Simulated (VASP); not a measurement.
Wanted: the native input for a VASP 6.6.1 run.

```
Task                   : relaxation of cell and atoms
Functional             : PBE
Potentials or basis    : VASP PAW PBE potentials, release 64 (Hf_pv, C)
Cutoff                 : 600 eV
k mesh                 : 10 × 10 × 10
Occupations            : fermi-dirac, width 0.05 eV
Spin                   : no spin polarisation
Dipole correction      : no
Further INCAR settings : ALGO = Normal; EDIFF = 1e-07; IBRION = 2; EDIFFG = -0.02; NSW = 80; ISIF = 3
```

The structure of HfC lies in POSCAR:

```
HfC
1.0
    0.0000000000      2.3250000000      2.3250000000
    2.3250000000      0.0000000000      2.3250000000
    2.3250000000      2.3250000000      0.0000000000
Hf C
1 1
Direct
    0.5000000000      0.5000000000      0.5000000000
    0.0000000000      0.0000000000      0.0000000000
```

One way to write it, as run:

INCAR

```
SYSTEM = HfC
ALGO = Normal
EDIFF = 1E-7
EDIFFG = -0.02
ENCUT = 600
GGA = PE
IBRION = 2
ISIF = 3
ISMEAR = -1
LASPH = .TRUE.
LCHARG = .FALSE.
LREAL = .FALSE.
LWAVE = .FALSE.
NELM = 80
NSW = 80
PREC = Accurate
SIGMA = 0.05
```

KPOINTS

```
k-points
0
G
  10 10 10
  0 0 0
```

Potentials or basis: VASP PAW PBE potentials, release 64 (Hf_pv, C).

Run with:

```bash
$ cat potpaw_PBE.64/Hf_pv/POTCAR potpaw_PBE.64/C/POTCAR > POTCAR
$ mpirun -np 1 vasp_std > vasp.out
```

Results of the run:

* Relaxed volume: 12.54 Å³/atom
* Relaxed cell: a = 3.286 Å, b = 3.286 Å, c = 3.286 Å, α = 60.00°, β = 60.00°, γ = 60.00°
* Space group after relaxing (to 0.05 Å): Fm-3m (No. 225)
* Energy gained by relaxing: 0.0 meV/atom
* Ionic steps: 3
* Pressure after relaxing: 0.0 GPa
* Band gap on the k mesh: zero (band 7 reaches 6.97 eV, above the bottom of band 8 at 5.56 eV)

Caveat: spin-orbit coupling is left out, which moves the levels of the heavy elements.

Run time: 42 s on 1 thread of Intel(R) Xeon(R) Platinum 8259CL CPU @ 2.50GHz (Skylake/Cascade Lake), on a shared host, peak memory 0.17 GiB.
